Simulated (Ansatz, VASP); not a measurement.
One calculation of Ta3H, two programs

The input INCAR:

```
PREC     = Accurate       # precision mode
ENCUT    = 520            # plane-wave cutoff, eV
EDIFF    = 1E-6           # SCF threshold, eV
ISMEAR   = 0              # smearing method
SIGMA    = 0.1            # smearing width, eV
LREAL    = F              # projectors in reciprocal space
LASPH    = T              # aspherical terms in the spheres
NELM     = 100            # most SCF steps
ALGO     = Normal         # electronic algorithm
ISIF     = 2              # what is computed and relaxed
LWAVE    = F              # write WAVECAR
LCHARG   = F              # write CHGCAR
LDIPOL   = T            
IDIPOL   = 3            
DIPOL    = 0.5 0.5 0.319
GGA      = CA             # functional
NBANDS   = 44             # bands
```

KPOINTS

```
Automatic mesh
0
Gamma
  6 6 1
```

The input POSCAR:

```
Ta3H
1.0
    4.6002247492      0.0000000000      0.0000000000
   -2.3001123746      3.9839114959      0.0000000000
    0.0000000000      0.0000000000     22.4017722044
Ta H
6 2
Direct
    0.6666666667      0.3333333333      0.1785573018
    0.3333333333      0.6666666667      0.2204743848
    0.0000000000      0.0000000000      0.2623914678
    0.6666666667      0.3333333333      0.3016814391
    0.3333333333      0.6666666667      0.3385386112
    0.0000000000      0.0000000000      0.3750494438
    0.2049700398      0.6666666667      0.4379908926
    0.4616966269      0.6666666667      0.4379908926
```

Input for Ansatz:

```yaml
crystal:
  lattice:
    - [4.6002247492, 0.0, 0.0]
    - [-2.3001123746, 3.9839114959, 0.0]
    - [0.0, 0.0, 22.4017722044]
  atoms:
    - { symbol: Ta, position: [0.6666666667, 0.3333333333, 0.1785573018] }
    - { symbol: Ta, position: [0.3333333333, 0.6666666667, 0.2204743848] }
    - { symbol: Ta, position: [0.0, 0.0, 0.2623914678] }
    - { symbol: Ta, position: [0.6666666667, 0.3333333333, 0.3016814391] }
    - { symbol: Ta, position: [0.3333333333, 0.6666666667, 0.3385386112] }
    - { symbol: Ta, position: [0.0, 0.0, 0.3750494438] }
    - { symbol: H, position: [0.2049700398, 0.6666666667, 0.4379908926] }
    - { symbol: H, position: [0.4616966269, 0.6666666667, 0.4379908926] }
basis:
  ecutwfc: 420
kpoints:
  mp_grid: { grid: [6, 6, 1] }
hamiltonian:
  xc: lda
  pseudopotentials: { kind: paw, azcp: { folder: soft_1 } }
scf:
  occupations: { method: gaussian, width: 0.1 }
output:
  forces: true
  eigenvalues: true
efield:
  axis: 3
  dipole_correction: true
  ramp_width: 0.04
```

Alike in both runs: task single point; functional LDA; k mesh 6 × 6 × 1; occupations gaussian, width 0.1 eV; no spin polarisation.

|  | VASP | Ansatz |
| --- | --- | --- |
| version | VASP 6.6.1 | Ansatz 0.2.0 |
| potentials or method | VASP PAW LDA potentials, release 64 (Ta_pv, H), cutoff 520 eV | scalar-relativistic, plane waves, PAW |
| valence electrons in the cell | 68 | 80 |

Ansatz gave:

```
gap on the k mesh at the Fermi level (eV) : none
rms of the force components (eV/Å)        : 0.870
```

Problem. Which values does VASP return?

Solution. gap on the k mesh at the Fermi level (eV): none; rms of the force components (eV/Å): 0.877.

Ansatz warns that its potentials were made for another functional, while VASP's fit it. LDA's correlation is that of Perdew and Zunger in VASP and of Perdew and Wang (1992) in Ansatz. Atom by atom the forces differ by 0.023 eV/Å (rms over components). A gap of «none» marks a metal or a gap that the smearing closes. VASP's potentials hold 68 valence electrons a cell and Ansatz's 80, so a difference there can come from the potentials and not from the codes.

Neither program's run includes spin-orbit coupling.
